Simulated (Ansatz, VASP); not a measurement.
**Two plane-wave programs on Br**

```
CELL_PARAMETERS angstrom
3.33500 -2.24000 0.00000
3.33500 2.24000 0.00000
0.00000 0.00000 8.72000
ATOMIC_POSITIONS crystal
Br 0.13381 0.86619 0.11720
Br 0.63381 0.36619 0.38280
Br 0.86619 0.13381 0.88280
Br 0.36619 0.63381 0.61720
```

Alike in both runs: task electric field gradients; functional PBE; k mesh 10 × 10 × 5; no spin polarisation.

|  | VASP | Ansatz |
| --- | --- | --- |
| version | VASP 6.6.1 | Ansatz 0.2.0 |
| potentials or method | VASP PAW PBE potentials, release 64 (Br) | plane-wave PAW, scalar-relativistic |
| plane-wave cutoff (eV) | 520 | 420 |
| occupations | tetrahedron | tetrahedron-uncorrected |
| valence electrons in the cell | 28 | 28 |

VASP gave:

| Item | Value |
| --- | --- |
| gap on the k mesh at the Fermi level (eV) | 1.52 |
| pressure (GPa) | 0.5 |
| traceless stress, the component that is largest in VASP (GPa) | 1.13 |
| rms of the force components (eV/Å) | 0.017 |
| size of Vzz on the site where it differs most (V/Å²) | 931.2 |

Task: Which values does Ansatz return?

Result: gap on the k mesh at the Fermi level (eV): 1.51; pressure (GPa): 0.5; traceless stress, the component that is largest in VASP (GPa): 1.14; rms of the force components (eV/Å): 0.013; size of Vzz on the site where it differs most (V/Å²): 962.9.

Atom by atom the forces differ by 0.004 eV/Å (rms over components). Ansatz's warnings: band table not solved further.
